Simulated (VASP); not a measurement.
# ScAl4N (F-43m) in VASP: single point with PBE

Aim: the single point of ScAl4N with PBE.

Everything below comes from runs of VASP 6.6.1. Logs are shortened: lines on timing, memory, paths and dates and some standing lists are left out, and cuts for length are marked.

## 1. The cell of the first run

The structure is cubic, space group F-43m (No. 216). Conventional cell: a = 8.022 Å, b = 8.022 Å, c = 8.022 Å, α = 90.00°, β = 90.00°, γ = 90.00°. Sc (site symmetry -43m) has 12 Al at 3.35 Å and 4 N at 3.47 Å within 4.4 Å. Al (site symmetry 3m) has 1 N at 1.88 Å within 2.5 Å. Within 2.5 Å of N (site symmetry -43m) lie 4 Al at 1.88 Å.

## 2. Single point, PBE, collinear spin, ferromagnetic start

INCAR

```
ALGO = Normal
EDIFF = 1E-6
ENCUT = 520
GGA = PE
ISIF = 2
ISMEAR = 0
ISPIN = 2
LASPH = T
LCHARG = F
LMAXMIX = 4
LORBIT = 11
LREAL = F
LWAVE = F
MAGMOM = 0.46 0 0 0 0 0
NBANDS = 27
NELM = 150
PREC = Accurate
SIGMA = 0.1
```

KPOINTS

```
k-points
0
Gamma
  8 8 8
```

POSCAR

```
ScAl4N
1.0
    0.0000000000      4.0109062932      4.0109062932
    4.0109062932      0.0000000000      4.0109062932
    4.0109062932      4.0109062932      0.0000000000
Sc Al N
1 4 1
Direct
    0.2500000000      0.2500000000      0.2500000000
    0.8648239936      0.4055280191      0.8648239936
    0.8648239936      0.8648239936      0.8648239936
    0.4055280191      0.8648239936      0.8648239936
    0.8648239936      0.8648239936      0.4055280191
    0.0000000000      0.0000000000      0.0000000000
```

Potentials or basis: VASP PAW PBE potentials, release 64 (Sc_sv, Al, N).

Run with:

```bash
> cat potpaw_PBE.64/Sc_sv/POTCAR potpaw_PBE.64/Al/POTCAR potpaw_PBE.64/N/POTCAR > POTCAR
> mpirun -np 1 vasp_std > vasp.out
```

OUTCAR:

```text
EDIFF = 1E-6
   ENCUT = 520
   GGA = PE
   ISIF = 2
   ISMEAR = 0
   ISPIN = 2
   LASPH = T
   LORBIT = 11
   LREAL = F
   NELM = 150
   PREC = Accurate

 ion  position               nearest neighbor table
   1  0.250  0.250  0.250-   2 3.35   5 3.35   4 3.35   5 3.35   2 3.35   4 3.35   3 3.35   3 3.35
                             3 3.35   2 3.35   4 3.35   5 3.35
   2  0.865  0.406  0.865-   6 1.88   4 2.61   5 2.61   3 2.61   4 3.07   5 3.07   3 3.07   1 3.35
                             1 3.35   1 3.35
   3  0.865  0.865  0.865-   6 1.88   4 2.61   5 2.61   2 2.61   2 3.07   5 3.07   4 3.07   1 3.35
                             1 3.35   1 3.35
   4  0.406  0.865  0.865-   6 1.88   3 2.61   5 2.61   2 2.61   2 3.07   5 3.07   3 3.07   1 3.35
                             1 3.35   1 3.35
   5  0.865  0.865  0.406-   6 1.88   3 2.61   4 2.61   2 2.61   4 3.07   2 3.07   3 3.07   1 3.35
                             1 3.35   1 3.35
   6  0.000  0.000  0.000-   2 1.88   4 1.88   5 1.88   3 1.88

  LATTYP: Found a face centered cubic cell.
 ALAT       =     8.0218125864

  Lattice vectors:

 A1 = (   0.0000000000,   4.0109062932,   4.0109062932)
 A2 = (   4.0109062932,   0.0000000000,   4.0109062932)
 A3 = (   4.0109062932,   4.0109062932,   0.0000000000)

Analysis of symmetry for initial positions (statically):
=====================================================================
 Subroutine PRICEL returns:
 Original cell was already a primitive cell.

 Routine SETGRP: Setting up the symmetry group for a
 face centered cubic supercell.

 Subroutine GETGRP returns: Found 24 space group operations
 (whereof 24 operations were pure point group operations)
 out of a pool of 48 trial point group operations.

The static configuration has the point symmetry T_d .

Analysis of symmetry for dynamics (positions and initial velocities):
=====================================================================
 Subroutine PRICEL returns:
 Original cell was already a primitive cell.

 Routine SETGRP: Setting up the symmetry group for a
 face centered cubic supercell.

 Subroutine GETGRP returns: Found 24 space group operations
 (whereof 24 operations were pure point group operations)
 out of a pool of 48 trial point group operations.

The dynamic configuration has the point symmetry T_d .

Analysis of structural, dynamic, and magnetic symmetry:
=====================================================================
 Subroutine PRICEL returns:
 Original cell was already a primitive cell.

 Routine SETGRP: Setting up the symmetry group for a
 face centered cubic supercell.

 Subroutine GETGRP returns: Found 24 space group operations
 (whereof 24 operations were pure point group operations)
 out of a pool of 48 trial point group operations.

The overall configuration has the point symmetry T_d .

 Subroutine INISYM returns: Found 24 space group operations
 (whereof 24 operations are pure point group operations),
 and found     1 'primitive' translations

----------------------------------------------------------------------------------------

                                     Primitive cell

  volume of cell :     129.0499

  direct lattice vectors                    reciprocal lattice vectors
     0.000000000  4.010906293  4.010906293    -0.124660105  0.124660105  0.124660105
     4.010906293  0.000000000  4.010906293     0.124660105 -0.124660105  0.124660105
     4.010906293  4.010906293  0.000000000     0.124660105  0.124660105 -0.124660105

  length of vectors
     5.672278077  5.672278077  5.672278077     0.215917636  0.215917636  0.215917636

  position of ions in fractional coordinates (direct lattice)
     0.250000000  0.250000000  0.250000000
     0.864823994  0.405528019  0.864823994
     0.864823994  0.864823994  0.864823994
     0.405528019  0.864823994  0.864823994
     0.864823994  0.864823994  0.405528019
     0.000000000  0.000000000  0.000000000

  ion indices of the primitive-cell ions
   primitive index   ion index
                 1           1
                 2           2
                 3           3
                 4           4
                 5           5
                 6           6

[... 52 lines left out ...]
 [... further k-points ...]
   k-points           NKPTS =     29   k-points in BZ     NKDIM =     29   number of bands    NBANDS=     27
   number of dos      NEDOS =    301   number of ions     NIONS =      6
   total plane-waves  NPLWV =  74088
   dimension x,y,z NGX =    42 NGY =   42 NGZ =   42
   dimension x,y,z NGXF=    84 NGYF=   84 NGZF=   84
   ions per type =               1   4   1
   NGX,Y,Z   is equivalent  to a cutoff of  12.31, 12.31, 12.31 a.u.
   NGXF,Y,Z  is equivalent  to a cutoff of  24.62, 24.62, 24.62 a.u.
 SYSTEM =  unknown system
   PREC   = accura    normal or accurate (medium, high low for compatibility)
   ISTART =      0    job   : 0-new  1-cont  2-samecut
   ICHARG =      2    charge: 1-file 2-atom 10-const
   ISPIN  =      2    spin polarized calculation?
   LNONCOLLINEAR =      F non collinear calculations
   LSORBIT =      F    spin-orbit coupling
   LASPH  =      T    aspherical Exc in radial PAW
   ENCUT  =  520.0 eV  38.22 Ry    6.18 a.u.  10.55 10.55 10.55*2*pi/ulx,y,z
   NELM   =    150;   NELMIN=  2; NELMDL= -5     # of ELM steps
   EDIFF  = 0.1E-05   stopping-criterion for ELM
   LREAL  =      F    real-space projection
   EDIFFG = 0.1E-04   stopping-criterion for IOM
   NSW    =      0    number of steps for IOM
   IBRION =     -1    ionic relax: 0-MD 1-quasi-New 2-CG
   NFREE  =      0    steps in history (QN), initial steepest desc. (CG)
   ISIF   =      2    stress and relaxation
   ISYM   =      2    0-nonsym 1-usesym 2-fastsym
   POTIM  = 0.5000    time-step for ionic-motion
   TEBEG  =    0.0;   TEEND  =   0.0 temperature during run
   PSTRESS=    0.0 pullay stress
   NELECT =      28.0000    total number of electrons
   NUPDOWN=      -1.0000    fix difference up-down
   EMIN   =  10.00;   EMAX   =-10.00  energy-range for DOS
   EFERMI =   0.00;   METHOD = LEGACY
   ISMEAR =     0;   SIGMA  =   0.10  broadening in eV -4-tet -1-fermi 0-gaus
   EFERMI_NEDOS =   21; number of points for ismear=-14 and -15
   IALGO  =     38    algorithm
   IMIX   =      4    mixing-type and parameters
     AMIX     =   0.40;   BMIX     =  1.00
     AMIX_MAG =   1.60;   BMIX_MAG =  1.00
  volume/ion in A,a.u.               =      21.51       145.15
  Fermi-wavevector in a.u.,A,eV,Ry     =   0.983728  1.858976 13.166638  0.967721
  Thomas-Fermi vector in A             =   2.114908
   LORBIT       =     11    0 simple, 1 ext, 2 COOP (PROOUT), +10 PAW based schemes
   GGA     = PE    functional components
   LHFCALC =     F    Hartree Fock is set to
   AEXX    =    0.0000 exact exchange contribution
   IVDW    =     0    specifies the selected vdW correction
   LEPSILON=     F    determine dielectric tensor
   LRPA    =     F    only Hartree local field effects (RPA)
 spin polarized calculation
 Gauss-broadening in eV      SIGMA  =   0.10
  energy-cutoff  :      520.00
  volume of cell :      129.05
 maximum number of plane-waves:      3511
   NGX = 21   NGY = 21   NGZ = 21

 number of electron      27.9999994 magnetization       0.1874952

 Free energy of the ion-electron system (eV)
  ---------------------------------------------------
  ext. energy  EPLUGINS =         0.00000000
  ---------------------------------------------------
  free energy    TOTEN  =       -28.79922773 eV

  energy without entropy =      -28.76185882  energy(sigma->0) =      -28.78054328

 E-fermi :   4.4280     XC(G=0):  -8.8603

 val. band max:        4.4175050913   @ k =   0.5000   0.3750   0.1250
 cond. band min:       4.4283838923   @ k =   0.5000   0.0000   0.0000
 fundamental gap:      0.0108788010
 Fermi energy:         4.4280484796

 spin component 1

 k-point     1 :       0.0000    0.0000    0.0000
  band No.  band energies     occupation
      1     -46.2112      1.00000
      2     -24.8060      1.00000
      3     -24.8060      1.00000
      4     -24.8060      1.00000
      5     -12.0811      1.00000
      6      -3.3706      1.00000
[... 685 lines left out ...]
     25       9.2823      0.00000
     26       9.7403      0.00000

 [... further k-points ...]

 spin component 2

 k-point     1 :       0.0000    0.0000    0.0000
  band No.  band energies     occupation
      1     -46.1624      1.00000
      2     -24.7566      1.00000
      3     -24.7566      1.00000
      4     -24.7566      1.00000
      5     -12.0729      1.00000
      6      -3.3505      1.00000
[... 685 lines left out ...]
     25       9.3126      0.00000
     26       9.7675      0.00000

 [... further k-points ...]

 [bands above 26 left out]

------------------------ aborting loop because EDIFF is reached ----------------------------------------

  FORCE on cell =-STRESS in cart. coord.  units (eV):
  Direction    XX          YY          ZZ          XY          YZ          ZX
  --------------------------------------------------------------------------------------
  -------------------------------------------------------------------------------------
  Total       -0.0187200     -0.0187200     -0.0187200      0.0000000      0.0000000      0.0000000
  in kB       -0.2324123     -0.2324123     -0.2324123      0.0000000      0.0000000      0.0000000
  external PRESSURE =      -0.2324123 kB  Pullay stress =       0.0000000 kB

 VOLUME and BASIS-vectors are now :
 -----------------------------------------------------------------------------
  energy-cutoff  :      520.00
  volume of cell :      129.05
      direct lattice vectors                 reciprocal lattice vectors
     0.000000000  4.010906293  4.010906293    -0.124660105  0.124660105  0.124660105
     4.010906293  0.000000000  4.010906293     0.124660105 -0.124660105  0.124660105
     4.010906293  4.010906293  0.000000000     0.124660105  0.124660105 -0.124660105

 POSITION                                       TOTAL-FORCE (eV/Angst)
 -----------------------------------------------------------------------------------
      2.00545      2.00545      2.00545         0.000000      0.000000      0.000000
      5.09526      6.93746      5.09526         0.000149     -0.000149      0.000149
      6.93746      6.93746      6.93746        -0.000149     -0.000149     -0.000149
      6.93746      5.09526      5.09526        -0.000149      0.000149      0.000149
      5.09526      5.09526      6.93746         0.000149      0.000149     -0.000149
      0.00000      0.00000      0.00000         0.000000      0.000000      0.000000
 -----------------------------------------------------------------------------------
    total drift:                               -0.000001     -0.000001     -0.000001

  FREE ENERGIE OF THE ION-ELECTRON SYSTEM (eV)
  ---------------------------------------------------
  free  energy   TOTEN  =       -28.7992277330 eV

  energy  without entropy=      -28.7618588244  energy(sigma->0) =      -28.78054328

 total charge

# of ion       s       p       d       tot
------------------------------------------
    1        2.234   6.053   0.901   9.189
    2        0.415   0.379   0.000   0.794
    3        0.415   0.379   0.000   0.794
    4        0.415   0.379   0.000   0.794
    5        0.415   0.379   0.000   0.794
    6        1.276   2.561   0.000   3.837
--------------------------------------------------
tot          5.173  10.129   0.901  16.203

 magnetization (x)

# of ion       s       p       d       tot
------------------------------------------
    1        0.001   0.005   0.052   0.058
    2        0.000   0.003   0.000   0.004
    3        0.000   0.003   0.000   0.004
    4        0.000   0.003   0.000   0.004
    5        0.000   0.003   0.000   0.004
    6        0.001   0.003   0.000   0.004
--------------------------------------------------
tot          0.003   0.022   0.052   0.077
```

It took 4 min on 1 thread of Intel Xeon 6975P-C, shared host; peak memory 0.41 GiB.

What came out:

| Quantity | Value |
| --- | --- |
| Free energy | -28.7992 eV |
| Pressure | 0.0 GPa |
| Net moment | 0.19 μB per cell |
| Site moments | Sc +0.06; Al +0.00; N +0.00 μB |
| Valence electrons inside the program's atomic spheres | Sc 9.19; Al 0.79; N 3.84 |

Levels at points of the mesh, in eV from the Fermi level:
Spin up:
```
           k point  band 12  band 13  band 14  band 15  band 16  band 17
(0.00, 0.00, 0.00)    -2.25    -1.51    -1.00    -1.00     0.56     0.56
(0.50, 0.00, 0.00)    -2.40    -0.03     0.12     0.12     0.47     0.69
(0.50, 0.50, 0.00)    -1.77    -1.61    -0.76    -0.21     0.56     0.89
```
Spin down:
| k point | band 10 | band 11 | band 12 | band 13 | band 14 | band 15 | band 16 | band 17 | band 18 | band 19 |
| --- | --- | --- | --- | --- | --- | --- | --- | --- | --- | --- |
| (0.00, 0.00, 0.00) | -2.22 | -2.22 | -2.22 | -1.47 | -0.94 | -0.94 | 0.60 | 0.60 | 0.60 | 3.07 |
| (0.50, 0.00, 0.00) | -3.24 | -2.37 | -2.37 | 0.00 | 0.17 | 0.17 | 0.52 | 0.73 | 0.73 | 1.77 |
| (0.50, 0.50, 0.00) | -3.76 | -1.74 | -1.74 | -1.56 | -0.73 | -0.14 | 0.62 | 0.93 | 0.93 | 2.77 |
